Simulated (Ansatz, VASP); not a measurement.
BiTe in VASP and in Ansatz

```
Bi Te
1.0
     0.00000    3.25926    3.25926
     3.23500    0.02426    3.23500
     3.23500    3.23500    0.02426
Bi Te
1 1
Direct
  0.00000 0.00000 0.00000
  0.50000 0.50000 0.50000
```

Change from the starting cell: strain +0.0150 x Voigt [0, 0, 0, 1, 0, 0], atoms carried along.

Alike in both runs: task single point; functional PBE; k mesh 14 × 14 × 14; occupations gaussian, width 0.15 eV; no spin polarisation.

|  | VASP | Ansatz |
| --- | --- | --- |
| version | VASP 6.6.1 | Ansatz 0.2.0 |
| potentials or method | VASP PAW PBE potentials, release 64 (Bi_d, Te), cutoff 520 eV | scalar-relativistic, plane waves, PAW |
| valence electrons in the cell | 21 | 31 |

```tsv
	VASP	Ansatz	Ansatz less VASP
gap on the k mesh at the Fermi level (eV)	none	none	-
pressure (GPa)	0.7	0.8	+0.08
```

A gap of «none» marks a metal or a gap that the smearing closes. With one functional, cell and mesh, what is left measures potentials, basis and numerics. VASP's potentials hold 21 valence electrons a cell and Ansatz's 31, so a difference there can come from the potentials and not from the codes.

Neither program's run includes spin-orbit coupling.
